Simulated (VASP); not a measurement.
# Co (P6_3/mmc) in VASP: single point with PBE

Aim: the single point of Co with PBE.

Program: VASP 6.6.1. These are calculated values, not measurements. Logs are shortened: lines on timing, memory, paths and dates and some standing lists are left out, and cuts for length are marked.

### 1 The cell of the first run

The structure is hexagonal, space group P6_3/mmc (No. 194). Conventional cell: a = 2.472 Å, b = 2.472 Å, c = 4.021 Å, α = 90.00°, β = 90.00°, γ = 120.00°. Within 3.3 Å of Co (site symmetry -6m2) lie 12 Co at 2.47 Å.

### 2 Single point, PBE, collinear spin, ferromagnetic start

INCAR

```
PREC = Accurate ; ENCUT = 520
EDIFF = 1E-6 ; ISMEAR = 0
SIGMA = 0.1 ; LREAL = False
LASPH = True ; NELM = 150
ALGO = Normal ; ISIF = 2
LWAVE = False ; LCHARG = False
ISPIN = 2 ; MAGMOM = 3 3
LORBIT = 11 ; LMAXMIX = 4
GGA = PE ; NBANDS = 20
```

KPOINTS

```
regular mesh
0
Gamma
  12 12 4
```

POSCAR

```
Co
1.0
    2.4719999000      0.0000000000      0.0000000000
   -1.2359999500      2.1408147100      0.0000000000
    0.0000000000      0.0000000000      4.0211440800
Co
2
Direct
    0.3333333300      0.6666666700      0.2500000000
    0.6666666700      0.3333333300      0.7500000000
```

Potentials or basis: VASP PAW PBE potentials, release 64 (Co).

The run is started by

```sh
$ cat potpaw_PBE.64/Co/POTCAR > POTCAR
$ mpirun -np 1 vasp_std > vasp.out
```

OUTCAR:

```text
PREC = Accurate
   ENCUT = 520
   EDIFF = 1E-6
   ISMEAR = 0
   LREAL = False
   LASPH = True
   NELM = 150
   ISIF = 2
   ISPIN = 2
   LORBIT = 11
   GGA = PE

 ion  position               nearest neighbor table
   1  0.333  0.667  0.250-   2 2.47   2 2.47   2 2.47   2 2.47   2 2.47   2 2.47
   2  0.667  0.333  0.750-   1 2.47   1 2.47   1 2.47   1 2.47   1 2.47   1 2.47

  LATTYP: Found a hexagonal cell.
 ALAT       =     2.4719999000
 C/A-ratio  =     1.6266764736

  Lattice vectors:

 A1 = (   2.4719999000,   0.0000000000,   0.0000000000)
 A2 = (  -1.2359999500,   2.1408147100,   0.0000000000)
 A3 = (   0.0000000000,   0.0000000000,   4.0211440800)

Analysis of symmetry for initial positions (statically):
=====================================================================
 Subroutine PRICEL returns:
 Original cell was already a primitive cell.

 Routine SETGRP: Setting up the symmetry group for a
 hexagonal supercell.

 Subroutine GETGRP returns: Found 24 space group operations
 (whereof 12 operations were pure point group operations)
 out of a pool of 24 trial point group operations.

The static configuration has the point symmetry D_3d.
 The point group associated with its full space group is D_6h.

Analysis of symmetry for dynamics (positions and initial velocities):
=====================================================================
 Subroutine PRICEL returns:
 Original cell was already a primitive cell.

 Routine SETGRP: Setting up the symmetry group for a
 hexagonal supercell.

 Subroutine GETGRP returns: Found 24 space group operations
 (whereof 12 operations were pure point group operations)
 out of a pool of 24 trial point group operations.

The dynamic configuration has the point symmetry D_3d.
 The point group associated with its full space group is D_6h.

Analysis of structural, dynamic, and magnetic symmetry:
=====================================================================
 Subroutine PRICEL returns:
 Original cell was already a primitive cell.

 Routine SETGRP: Setting up the symmetry group for a
 hexagonal supercell.

 Subroutine GETGRP returns: Found 24 space group operations
 (whereof 12 operations were pure point group operations)
 out of a pool of 24 trial point group operations.

The overall configuration has the point symmetry D_3d.
 The point group associated with its full space group is D_6h.

 Subroutine INISYM returns: Found 24 space group operations
 (whereof 12 operations are pure point group operations),
 and found     1 'primitive' translations

----------------------------------------------------------------------------------------

[... 110 lines left out ...]
   IMIX   =      4    mixing-type and parameters
     AMIX     =   0.40;   BMIX     =  1.00
     AMIX_MAG =   1.60;   BMIX_MAG =  1.00
  volume/ion in A,a.u.               =      10.64        71.80
  Fermi-wavevector in a.u.,A,eV,Ry     =   1.548246  2.925761 32.614055  2.397065
  Thomas-Fermi vector in A             =   2.653224
   LORBIT       =     11    0 simple, 1 ext, 2 COOP (PROOUT), +10 PAW based schemes
   GGA     = PE    functional components
   LHFCALC =     F    Hartree Fock is set to
   AEXX    =    0.0000 exact exchange contribution
   IVDW    =     0    specifies the selected vdW correction
   LEPSILON=     F    determine dielectric tensor
   LRPA    =     F    only Hartree local field effects (RPA)
 spin polarized calculation
 Gauss-broadening in eV      SIGMA  =   0.10
  energy-cutoff  :      520.00
  volume of cell :       21.28
 maximum number of plane-waves:       584
   NGX =  9   NGY =  9   NGZ = 15

 number of electron      17.9999990 magnetization       3.2386970

 Free energy of the ion-electron system (eV)
  ---------------------------------------------------
  ext. energy  EPLUGINS =         0.00000000
  ---------------------------------------------------
  free energy    TOTEN  =       -14.06049444 eV

  energy without entropy =      -14.05075004  energy(sigma->0) =      -14.05562224

 E-fermi :  10.4937     XC(G=0): -13.5199

 val. band max:       10.4761803138   @ k =   0.5000   0.0000   0.5000
 cond. band min:      10.5222869048   @ k =   0.2500   0.0000   0.0000
 fundamental gap:      0.0461065910
 Fermi energy:        10.4936963787

 spin component 1

 k-point     1 :       0.0000    0.0000    0.0000
  band No.  band energies     occupation
      1       1.5062      1.00000
      2       5.2934      1.00000
      3       7.8442      1.00000
      4       7.9061      1.00000
      5       7.9061      1.00000
      6       8.2207      1.00000
[... 541 lines left out ...]
     19      33.9497      0.00000
     20      34.2447      0.00000

 [... further k-points ...]

 spin component 2

 k-point     1 :       0.0000    0.0000    0.0000
  band No.  band energies     occupation
      1       1.5137      1.00000
      2       6.2446      1.00000
      3       9.4864      1.00000
      4       9.5474      1.00000
      5       9.5474      1.00000
      6       9.9154      1.00000
[... 541 lines left out ...]
     19      34.2930      0.00000
     20      34.6034      0.00000

 [... further k-points ...]
[... 5 lines left out ...]
  --------------------------------------------------------------------------------------
  -------------------------------------------------------------------------------------
  Total        0.6726211      0.6726211      0.3552378      0.0000000     -0.0000000      0.0000000
  in kB       50.6411899     50.6411898     26.7456131      0.0000000     -0.0000000      0.0000000
  external PRESSURE =      42.6759976 kB  Pullay stress =       0.0000000 kB

 VOLUME and BASIS-vectors are now :
 -----------------------------------------------------------------------------
  energy-cutoff  :      520.00
  volume of cell :       21.28
      direct lattice vectors                 reciprocal lattice vectors
     2.471999900  0.000000000  0.000000000     0.404530761  0.233555944  0.000000000
    -1.235999950  2.140814710  0.000000000     0.000000000  0.467111888  0.000000000
     0.000000000  0.000000000  4.021144080     0.000000000  0.000000000  0.248685444

 POSITION                                       TOTAL-FORCE (eV/Angst)
 -----------------------------------------------------------------------------------
     -0.00000      1.42721      1.00529        -0.000000      0.000000      0.000000
      1.23600      0.71360      3.01586         0.000000     -0.000000      0.000000
 -----------------------------------------------------------------------------------
    total drift:                                0.000000     -0.000000     -0.000000

  FREE ENERGIE OF THE ION-ELECTRON SYSTEM (eV)
  ---------------------------------------------------
  free  energy   TOTEN  =       -14.0604944408 eV

  energy  without entropy=      -14.0507500352  energy(sigma->0) =      -14.05562224

 total charge

# of ion       s       p       d       tot
------------------------------------------
    1        0.498   0.541   7.272   8.310
    2        0.498   0.541   7.272   8.310
--------------------------------------------------
tot          0.996   1.082  14.543  16.621

 magnetization (x)

# of ion       s       p       d       tot
------------------------------------------
    1       -0.014  -0.052   1.701   1.634
    2       -0.014  -0.052   1.701   1.634
--------------------------------------------------
tot         -0.028  -0.105   3.402   3.269
```

Run time: 35 s. Hardware: 1 thread of AMD EPYC 7R43 (Zen 3), shared host; peak memory 0.11 GiB.

What came out:

```
Free energy                                           : -14.0605 eV
Pressure                                              : 4.3 GPa
Net moment                                            : 3.24 μB per cell
Site moments                                          : Co +1.63 μB
Valence electrons inside the program's atomic spheres : Co 8.31
```

Caveat: the k points lie up to 0.39 Å⁻¹ apart.
